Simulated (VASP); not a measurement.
Wanted: the native input for a VASP 6.6.1 run.

* Task: relaxation of cell and atoms
* Functional: LDA
* Potentials or basis: VASP PAW LDA potentials, release 64 (La)
* Cutoff: 600 eV
* k mesh: 8 × 8 × 2
* Occupations: fermi-dirac, width 0.05 eV
* Spin: no spin polarisation
* Dipole correction: no
* Further INCAR settings: ALGO = Normal; EDIFF = 1e-07; IBRION = 2; EDIFFG = -0.01; NSW = 50; ISIF = 3

The structure of La lies in POSCAR:

```
La
1.0
    3.7700000000      0.0000000000      0.0000000000
   -1.8850000000      3.2649157723      0.0000000000
    0.0000000000      0.0000000000     12.1590000000
La
4
Direct
    0.0000000000      0.0000000000      0.0000000000
    0.0000000000      0.0000000000      0.5000000000
    0.3333330000      0.6666670000      0.7500000000
    0.6666670000      0.3333330000      0.2500000000
```

These files were run (other wordings do the same):

INCAR

```
SYSTEM = La
  PREC = Accurate
  ENCUT = 600
  EDIFF = 1E-7
  ISMEAR = -1
  SIGMA = 0.05
  LREAL = .FALSE.
  LASPH = .TRUE.
  NELM = 60
  ALGO = Normal
  ISIF = 3
  LWAVE = .FALSE.
  LCHARG = .FALSE.
  IBRION = 2
  NSW = 50
  EDIFFG = -0.01
```

KPOINTS

```
Automatic mesh
0
G
  8 8 2
  0 0 0
```

Potentials or basis: VASP PAW LDA potentials, release 64 (La).

Run with:

```bash
$ cat potpaw_LDA.64/La/POTCAR > POTCAR
$ mpirun -np 1 vasp_std > vasp.out
```

Results of the run:

The relaxed volume is 32.13 Å³/atom. The relaxed cell is a = 3.586 Å, b = 3.586 Å, c = 11.539 Å, α = 90.00°, β = 90.00°, γ = 120.00°, the space group after relaxing (to 0.1 Å) is P6_3/mmc (No. 194) and the energy gained by relaxing is 67.6 meV/atom. The ionic steps are 29. The pressure after relaxing is 0.0 GPa. The band gap on the k mesh is zero (bands 22 and 23 overlap by 1.01 eV).

Caveat: spin-orbit coupling is left out, which moves the levels of the heavy elements.

Wall time 22 min on 1 thread of Intel(R) Xeon(R) Platinum 8488C (Sapphire Rapids), on a shared host, peak memory 0.33 GiB.
